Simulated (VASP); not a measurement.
# KI (I4/mmm) in VASP: settings compared

The runs below take KI through single point, with PBE, r2SCAN.

All numbers are computed with VASP 6.6.1; they aren't measurements. Logs are shortened: lines on timing, memory, paths and dates and some standing lists are left out, and cuts for length are marked.

### 1 The cell of the first run

Symmetry: I4/mmm, No. 139, tetragonal system. The conventional cell has a = 4.860 Å, b = 4.860 Å, c = 7.089 Å, α = 90.00°, β = 90.00°, γ = 90.00°. Within 4.5 Å of K (site symmetry 4/mmm) lie 6 I at 3.44 to 3.54 Å. Within 4.5 Å of I (site symmetry 4/mmm) lie 6 K at 3.44 to 3.54 Å.

### 2 Single point, PBE (biaxial xy strain -3.0%)

Contents of INCAR:

```
SYSTEM = KI
ALGO = Normal ; EDIFF = 1E-6
ENCUT = 520 ; GGA = PE
ISIF = 2 ; ISMEAR = -1
LASPH = .TRUE. ; LCHARG = .TRUE.
LELF = .TRUE. ; LREAL = .FALSE.
LVHAR = .TRUE. ; LWAVE = .FALSE.
NBANDS = 15 ; NELM = 60
PREC = Accurate ; SIGMA = 0.02
```

Contents of KPOINTS:

```
k-points
0
G
  6 6 6
  0 0 0
```

Contents of POSCAR:

```
KI
1.0
    0.0000000000      3.4368924838      3.5442842980
    3.4368924838      0.0000000000      3.5442842980
    3.4368924838      3.4368924838      0.0000000000
K I
1 1
Direct
    0.0000000000      0.0000000000      0.0000000000
    0.5000000000      0.5000000000      0.5000000000
```

Potentials or basis: VASP PAW PBE potentials, release 64 (K_sv, I).

The run is started by

```
cat potpaw_PBE.64/K_sv/POTCAR potpaw_PBE.64/I/POTCAR > POTCAR
mpirun -np 1 vasp_std > vasp.out
```

OUTCAR:

```text
SYSTEM = KI
   EDIFF = 1E-6
   ENCUT = 520
   GGA = PE
   ISIF = 2
   ISMEAR = -1
   LASPH = .TRUE.
   LREAL = .FALSE.
   NELM = 60
   PREC = Accurate

 ion  position               nearest neighbor table
   1  0.000  0.000  0.000-   2 3.44   2 3.44   2 3.44   2 3.44   2 3.54   2 3.54
   2  0.500  0.500  0.500-   1 3.44   1 3.44   1 3.44   1 3.44   1 3.54   1 3.54

  LATTYP: Found a body centered tetragonal cell.
 ALAT       =     4.8604999630
 C/A-ratio  =     1.4584031787

  Lattice vectors:

 A1 = (  -3.4368924838,   0.0000000000,   3.5442842980)
 A2 = (   3.4368924838,   0.0000000000,   3.5442842980)
 A3 = (   0.0000000000,   3.4368924838,  -3.5442842980)

Analysis of symmetry for initial positions (statically):
=====================================================================
 Subroutine PRICEL returns:
 Original cell was already a primitive cell.

 Routine SETGRP: Setting up the symmetry group for a
 body centered tetragonal supercell.

 Subroutine GETGRP returns: Found 16 space group operations
 (whereof 16 operations were pure point group operations)
 out of a pool of 16 trial point group operations.

The static configuration has the point symmetry D_4h.

Analysis of symmetry for dynamics (positions and initial velocities):
=====================================================================
 Subroutine PRICEL returns:
 Original cell was already a primitive cell.

 Routine SETGRP: Setting up the symmetry group for a
 body centered tetragonal supercell.

 Subroutine GETGRP returns: Found 16 space group operations
 (whereof 16 operations were pure point group operations)
 out of a pool of 16 trial point group operations.

The dynamic configuration has the point symmetry D_4h.

 Subroutine INISYM returns: Found 16 space group operations
 (whereof 16 operations are pure point group operations),
 and found     1 'primitive' translations

----------------------------------------------------------------------------------------

                                     Primitive cell

  volume of cell :      83.7318

  direct lattice vectors                    reciprocal lattice vectors
     0.000000000  3.436892484  3.544284298    -0.145480256  0.145480256  0.141072205
     3.436892484  0.000000000  3.544284298     0.145480256 -0.145480256  0.141072205
     3.436892484  3.436892484  0.000000000     0.145480256  0.145480256 -0.141072205

  length of vectors
     4.937021484  4.937021484  4.860499963     0.249460171  0.249460171  0.249460171

  position of ions in fractional coordinates (direct lattice)
     0.000000000  0.000000000  0.000000000
     0.500000000  0.500000000  0.500000000

  ion indices of the primitive-cell ions
   primitive index   ion index
                 1           1
                 2           2

----------------------------------------------------------------------------------------

 KPOINTS: k-points

Automatic generation of k-mesh.
 Grid dimensions read from file:
 generate k-points for:    6    6    6

 Generating k-lattice:

  Cartesian coordinates                     Fractional coordinates (reciprocal lattice)
    -0.024246709  0.024246709  0.023512034     0.166666667  0.000000000  0.000000000
     0.024246709 -0.024246709  0.023512034     0.000000000  0.166666667  0.000000000
     0.024246709  0.024246709 -0.023512034    -0.000000000 -0.000000000  0.166666667

  Length of vectors
     0.041576695  0.041576695  0.041576695

  Shift w.r.t. Gamma in fractional coordinates (k-lattice)
     0.000000000  0.000000000  0.000000000

 Subroutine IBZKPT returns following result:
 ===========================================

 Found     30 irreducible k-points:

 Following reciprocal coordinates:
            Coordinates               Weight
  0.000000  0.000000  0.000000      1.000000
  0.166667 -0.000000  0.000000      8.000000
  0.333333 -0.000000  0.000000      8.000000
  0.500000 -0.000000  0.000000      4.000000
  0.166667  0.166667  0.000000      2.000000
  0.333333  0.166667  0.000000      8.000000
[... 16 lines left out ...]
  0.333333  0.000000  0.333333      4.000000
  0.500000  0.000000  0.333333     16.000000
 [... further k-points ...]
   k-points           NKPTS =     30   k-points in BZ     NKDIM =     30   number of bands    NBANDS=     15
   number of dos      NEDOS =    301   number of ions     NIONS =      2
   total plane-waves  NPLWV =  57600
   dimension x,y,z NGX =    40 NGY =   40 NGZ =   36
   dimension x,y,z NGXF=    80 NGYF=   80 NGZF=   72
   ions per type =               1   1
   NGX,Y,Z   is equivalent  to a cutoff of  13.47, 13.47, 12.31 a.u.
   NGXF,Y,Z  is equivalent  to a cutoff of  26.94, 26.94, 24.63 a.u.
 SYSTEM =  KI
   PREC   = accura    normal or accurate (medium, high low for compatibility)
   ISTART =      0    job   : 0-new  1-cont  2-samecut
   ICHARG =      2    charge: 1-file 2-atom 10-const
   ISPIN  =      1    spin polarized calculation?
   LNONCOLLINEAR =      F non collinear calculations
   LSORBIT =      F    spin-orbit coupling
   LASPH  =      T    aspherical Exc in radial PAW
   ENCUT  =  520.0 eV  38.22 Ry    6.18 a.u.   9.18  9.18  9.04*2*pi/ulx,y,z
   NELM   =     60;   NELMIN=  2; NELMDL= -5     # of ELM steps
   EDIFF  = 0.1E-05   stopping-criterion for ELM
   LREAL  =      F    real-space projection
   EDIFFG = 0.1E-04   stopping-criterion for IOM
   NSW    =      0    number of steps for IOM
   IBRION =     -1    ionic relax: 0-MD 1-quasi-New 2-CG
   NFREE  =      0    steps in history (QN), initial steepest desc. (CG)
   ISIF   =      2    stress and relaxation
   ISYM   =      2    0-nonsym 1-usesym 2-fastsym
   POTIM  = 0.5000    time-step for ionic-motion
   TEBEG  =    0.0;   TEEND  =   0.0 temperature during run
   PSTRESS=    0.0 pullay stress
   NELECT =      16.0000    total number of electrons
   NUPDOWN=      -1.0000    fix difference up-down
   EMIN   =  10.00;   EMAX   =-10.00  energy-range for DOS
   EFERMI =   0.00;   METHOD = LEGACY
   ISMEAR =    -1;   SIGMA  =   0.02  broadening in eV -4-tet -1-fermi 0-gaus
   EFERMI_NEDOS =   21; number of points for ismear=-14 and -15
   IALGO  =     38    algorithm
   IMIX   =      4    mixing-type and parameters
     AMIX     =   0.40;   BMIX     =  1.00
     AMIX_MAG =   1.60;   BMIX_MAG =  1.00
  volume/ion in A,a.u.               =      41.87       282.53
  Fermi-wavevector in a.u.,A,eV,Ry     =   0.942941  1.781901 12.097462  0.889138
  Thomas-Fermi vector in A             =   2.070600
   LORBIT       =      0    0 simple, 1 ext, 2 COOP (PROOUT), +10 PAW based schemes
   GGA     = PE    functional components
   LHFCALC =     F    Hartree Fock is set to
   AEXX    =    0.0000 exact exchange contribution
   IVDW    =     0    specifies the selected vdW correction
   LEPSILON=     F    determine dielectric tensor
   LRPA    =     F    only Hartree local field effects (RPA)
 non-spin polarized calculation
  energy-cutoff  :      520.00
  volume of cell :       83.73
 maximum number of plane-waves:      2276
 NGX is ok and might be reduce to    40
   NGX = 19   NGY = 19   NGZ = 19

 number of electron      16.0000000 magnetization

 Free energy of the ion-electron system (eV)
  ---------------------------------------------------
  ext. energy  EPLUGINS =         0.00000000
  ---------------------------------------------------
  free energy    TOTEN  =        -5.52309683 eV

  energy without entropy =       -5.52309683  energy(sigma->0) =       -5.52309683

 E-fermi :   0.2931     XC(G=0):  -7.3816

 val. band max:       -0.1319283991   @ k =   0.0000   0.0000   0.0000
 cond. band min:       3.9477826459   @ k =   0.0000   0.0000   0.0000
 fundamental gap:      4.0797110450
 Fermi energy:         0.2930569760

 k-point     1 :       0.0000    0.0000    0.0000
  band No.  band energies     occupation
      1     -28.5510      2.00000
      2     -12.0471      2.00000
      3     -12.0471      2.00000
      4     -12.0447      2.00000
      5     -10.7226      2.00000
      6      -0.1465      2.00000
      7      -0.1319      2.00000
      8      -0.1319      2.00000
      9       3.9478      0.00000
     10       6.2079      0.00000
     11       6.3996      0.00000
     12       6.3996      0.00000
     13       7.0301      0.00000
     14       7.1487      0.00000
     15       9.7092      0.00000

 k-point     2 :       0.1667   -0.0000    0.0000
  band No.  band energies     occupation
      1     -28.5503      2.00000
      2     -12.1046      2.00000
      3     -12.0472      2.00000
      4     -12.0465      2.00000
      5     -10.6267      2.00000
      6      -0.5959      2.00000
      7      -0.2468      2.00000
      8      -0.2349      2.00000
      9       4.5955      0.00000
     10       6.2655      0.00000
     11       6.5917      0.00000
     12       6.7001      0.00000
     13       7.3765      0.00000
     14       7.5016      0.00000
     15      10.6266      0.00000

 k-point     3 :       0.3333   -0.0000    0.0000
  band No.  band energies     occupation
      1     -28.5489      2.00000
      2     -12.2035      2.00000
      3     -12.0491      2.00000
      4     -12.0472      2.00000
      5     -10.4493      2.00000
      6      -1.2926      2.00000
      7      -0.4390      2.00000
      8      -0.4247      2.00000
      9       5.2895      0.00000
     10       7.0172      0.00000
     11       7.3271      0.00000
     12       7.4538      0.00000
     13       8.2925      0.00000
     14       8.4049      0.00000
     15       9.7384      0.00000
[... 343 lines left out ...]
 k-point    23 :       0.3333    0.0000    0.3333
  band No.  band energies     occupation
      1     -28.5481      2.00000
      2     -12.1336      2.00000
      3     -12.0674      2.00000
      4     -12.0606      2.00000
      5     -10.5226      2.00000
      6      -1.1726      2.00000
      7      -0.4799      2.00000
      8      -0.4564      2.00000
      9       4.9893      0.00000
     10       5.7068      0.00000
     11       7.7375      0.00000
     12       8.1329      0.00000
     13       8.7327      0.00000
     14       8.8342      0.00000
     15      10.1391      0.00000

 k-point    24 :       0.5000    0.0000    0.3333
  band No.  band energies     occupation
      1     -28.5475      2.00000
      2     -12.1314      2.00000
      3     -12.0786      2.00000
      4     -12.0641      2.00000
      5     -10.5015      2.00000
      6      -1.1825      2.00000
      7      -0.7117      2.00000
      8      -0.5431      2.00000
      9       5.1286      0.00000
     10       6.2324      0.00000
     11       7.7448      0.00000
     12       8.1446      0.00000
     13       8.9446      0.00000
     14       9.2778      0.00000
     15       9.9149      0.00000

 [... further k-points ...]
[... 5 lines left out ...]
  --------------------------------------------------------------------------------------
  -------------------------------------------------------------------------------------
  Total        0.9351276      0.9351276      0.4039295      0.0000000     -0.0000000     -0.0000000
  in kB       17.8933246     17.8933246      7.7290421      0.0000000     -0.0000000     -0.0000000
  external PRESSURE =      14.5052304 kB  Pullay stress =       0.0000000 kB

 VOLUME and BASIS-vectors are now :
 -----------------------------------------------------------------------------
  energy-cutoff  :      520.00
  volume of cell :       83.73
      direct lattice vectors                 reciprocal lattice vectors
     0.000000000  3.436892484  3.544284298    -0.145480256  0.145480256  0.141072205
     3.436892484  0.000000000  3.544284298     0.145480256 -0.145480256  0.141072205
     3.436892484  3.436892484  0.000000000     0.145480256  0.145480256 -0.141072205

 POSITION                                       TOTAL-FORCE (eV/Angst)
 -----------------------------------------------------------------------------------
      0.00000      0.00000      0.00000         0.000000      0.000000     -0.000000
      3.43689      3.43689      3.54428         0.000000      0.000000      0.000000
 -----------------------------------------------------------------------------------
    total drift:                                0.000000     -0.000000     -0.000000

  FREE ENERGIE OF THE ION-ELECTRON SYSTEM (eV)
  ---------------------------------------------------
  free  energy   TOTEN  =        -5.5230968330 eV

  energy  without entropy=       -5.5230968330  energy(sigma->0) =       -5.52309683
```

Wall time 34 s (1 thread of Intel Xeon Platinum 8375C at 2.90GHz (Ice Lake), shared host); peak memory 0.24 GiB.

Results:

```
Free energy            : -5.5231 eV
Pressure               : 1.5 GPa
Band gap on the k mesh : 4.08 eV, direct
```

Levels at points of the mesh, in eV from the valence-band top:
| k point | band 5 | band 6 | band 7 | band 8 | band 9 | band 10 | band 11 | band 12 |
| --- | --- | --- | --- | --- | --- | --- | --- | --- |
| (0.00, 0.00, 0.00) | -10.59 | -0.01 | 0.00 | 0.00 | 4.08 | 6.34 | 6.53 | 6.53 |
| (0.50, 0.00, 0.00) | -10.23 | -1.45 | -0.40 | -0.38 | 5.57 | 7.85 | 8.13 | 8.37 |
| (0.50, 0.50, 0.00) | -10.43 | -1.11 | -0.36 | -0.36 | 4.86 | 5.89 | 8.09 | 8.87 |
| (0.50, 0.00, 0.50) | -10.42 | -1.07 | -0.44 | -0.40 | 4.83 | 5.88 | 8.17 | 8.89 |

Caveat: the cell differs from its parent crystal (biaxial xy strain -3.0%); spin-orbit coupling is left out, which moves the levels of the heavy elements.

### 3 Single point, r2SCAN (biaxial xy strain -3.0%)

POSCAR is that of step 2.

Contents of INCAR.step1:

```
SYSTEM = KI
PREC = Accurate
ENCUT = 520
ISMEAR = 0
SIGMA = 0.01
LREAL = .FALSE.
LASPH = .TRUE.
NELM = 100
NBANDS = 15
GGA = PE
ALGO = Normal
EDIFF = 1E-4
LWAVE = .TRUE.
LCHARG = .FALSE.
```

Contents of INCAR.step2:

```
SYSTEM = KI
PREC = Accurate
ENCUT = 520
EDIFF = 1E-6
ISMEAR = 0
SIGMA = 0.01
LREAL = .FALSE.
LASPH = .TRUE.
NELM = 100
ALGO = Normal
ISIF = 2
LWAVE = .FALSE.
LCHARG = .FALSE.
METAGGA = R2SCAN
LMIXTAU = .TRUE.
NBANDS = 15
ISTART = 1
```

Contents of KPOINTS:

```
regular mesh
0
G
  6 6 6
  0 0 0
```

Potentials or basis: VASP PAW PBE potentials, release 64 (K_sv, I).

The run is started by

```
cat potpaw_PBE.64/K_sv/POTCAR potpaw_PBE.64/I/POTCAR > POTCAR
cp INCAR.step1 INCAR
mpirun -np 1 vasp_std > vasp.out
cp INCAR.step2 INCAR
mpirun -np 1 vasp_std > vasp.out
```

It took 2 min on 1 thread of Intel Xeon Platinum 8375C at 2.90GHz (Ice Lake), shared host; peak memory 0.25 GiB.

It converged, with:

- Free energy: -33.9628 eV
- Pressure: 1.0 GPa
- Band gap on the k mesh: 4.74 eV, direct

Stress tensor (GPa, compression positive):
```
1.33 0.00 0.00
0.00 1.33 0.00
0.00 0.00 0.24
```

Levels at points of the mesh, in eV from the valence-band top:
| k point | band 6 | band 7 | band 8 | band 9 | band 10 | band 11 |
| --- | --- | --- | --- | --- | --- | --- |
| (0.00, 0.00, 0.00) | -0.02 | 0.00 | 0.00 | 4.74 | 6.89 | 7.08 |
| (0.50, 0.00, 0.00) | -1.45 | -0.40 | -0.38 | 6.07 | 8.47 | 8.75 |
| (0.50, 0.50, 0.00) | -1.14 | -0.37 | -0.37 | 5.30 | 6.63 | 8.82 |
| (0.50, 0.00, 0.50) | -1.09 | -0.44 | -0.41 | 5.27 | 6.61 | 8.90 |

Caveat: the cell differs from its parent crystal (biaxial xy strain -3.0%); the PAW data sets were made with another functional, which shifts forces and pressure a little; spin-orbit coupling is left out, which moves the levels of the heavy elements.
